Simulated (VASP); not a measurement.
Set up this calculation in VASP 6.6.1, as the native input.

* Task: single point
* Functional: PBE
* Potentials or basis: VASP PAW PBE potentials, release 64 (Rb_sv, Nb_sv, Tl_d, F)
* Cutoff: 520 eV
* k mesh: 4 × 4 × 4
* Occupations: methfessel-paxton, width 0.1 eV
* Spin: no spin polarisation
* Dipole correction: no
* Further INCAR settings: ALGO = Normal; EDIFF = 1e-06; NBANDS = 54

The structure of Rb2NbTlF6 lies in POSCAR:

```
Rb2NbTlF6
1.0
    0.0000000000      4.7886855040      4.7886855040
    4.7886855040      0.0000000000      4.7886855040
    4.7886855040      4.7886855040      0.0000000000
Rb Nb Tl F
2 1 1 6
Direct
    0.7500000000      0.7500000000      0.7500000000
    0.2500000000      0.2500000000      0.2500000000
    0.0000000000      0.0000000000      0.0000000000
    0.5000000000      0.5000000000      0.5000000000
    0.7851065321      0.2148934679      0.2148934679
    0.2148934679      0.2148934679      0.7851065321
    0.2148934679      0.7851065321      0.7851065321
    0.2148934679      0.7851065321      0.2148934679
    0.7851065321      0.2148934679      0.7851065321
    0.7851065321      0.7851065321      0.2148934679
```

These files were run (other wordings do the same):

INCAR

```
SYSTEM = Rb2NbTlF6
PREC     = Accurate       ! precision mode
ENCUT    = 520            ! plane-wave cutoff, eV
EDIFF    = 1E-6           ! SCF threshold, eV
ISMEAR   = 1              ! smearing method
SIGMA    = 0.1            ! smearing width, eV
LREAL    = .FALSE.        ! projectors in reciprocal space
LASPH    = .TRUE.         ! aspherical terms in the spheres
NELM     = 80             ! most SCF steps
ALGO     = Normal         ! electronic algorithm
ISIF     = 2              ! what is computed and relaxed
LWAVE    = .FALSE.        ! write WAVECAR
LCHARG   = .TRUE.         ! write CHGCAR
GGA      = PE             ! functional
LELF     = .TRUE.         ! ELF
LVHAR    = .TRUE.       
NBANDS   = 54             ! bands
```

KPOINTS

```
regular mesh
0
G
  4 4 4
  0 0 0
```

Potentials or basis: VASP PAW PBE potentials, release 64 (Rb_sv, Nb_sv, Tl_d, F).

Run with:

```bash
$ cat potpaw_PBE.64/Rb_sv/POTCAR potpaw_PBE.64/Nb_sv/POTCAR potpaw_PBE.64/Tl_d/POTCAR potpaw_PBE.64/F/POTCAR > POTCAR
$ mpirun -np 1 vasp_std > vasp.out
```

Results of the run:

```yaml
Pressure: -0.1 GPa
Largest_force: 0.029 eV/Å
Band_gap_on_the_k_mesh: zero (bands 43 and 44 overlap by 0.04 eV)
```

Caveat: spin-orbit coupling is left out, which moves the levels of the heavy elements.

It took 98 s on 1 thread of Intel(R) Xeon(R) Platinum 8488C (Sapphire Rapids), with other jobs on the host, peak memory 0.4 GiB.
